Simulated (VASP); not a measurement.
Runs of VASP 6.6.1 on GaN. The structure is that of space group F-43m (No. 216), or close to it. The cells are those of the table. 

```tsv
cell	gap on the mesh (eV)	pressure (GPa)
a = 3.139, b = 3.139, c = 3.187 Å, angles 59.5, 59.5, 61.0°, 2 atoms	1.83	11.2
a = 3.211, b = 3.211, c = 3.187 Å, angles 60.2, 60.2, 59.5°, 2 atoms	(c)	(b)
a = 3.235, b = 3.235, c = 3.187 Å, angles 60.5, 60.5, 59.0°, 2 atoms	1.48	-0.3
a = 3.163, b = 3.163, c = 3.187 Å, angles 59.8, 59.8, 60.5°, 2 atoms	(a)	8.1
a = 3.284, b = 3.284, c = 3.187 Å, angles 61.0, 61.0, 58.1°, 2 atoms	1.24	-5.0
```

Alike in all rows: task single point; level PBE; potentials or basis VASP PAW PBE potentials, release 64 (Ga_d, N); no spin polarisation; k mesh 10 × 10 × 10; cutoff (eV) 520; smearing gaussian 0.05 eV.

Q: Fill in the values left out.

A: (a) 1.78; (b) 2.3; (c) 1.60.

A k mesh can miss the band edges, and the runs leave out spin-orbit coupling on Ga.
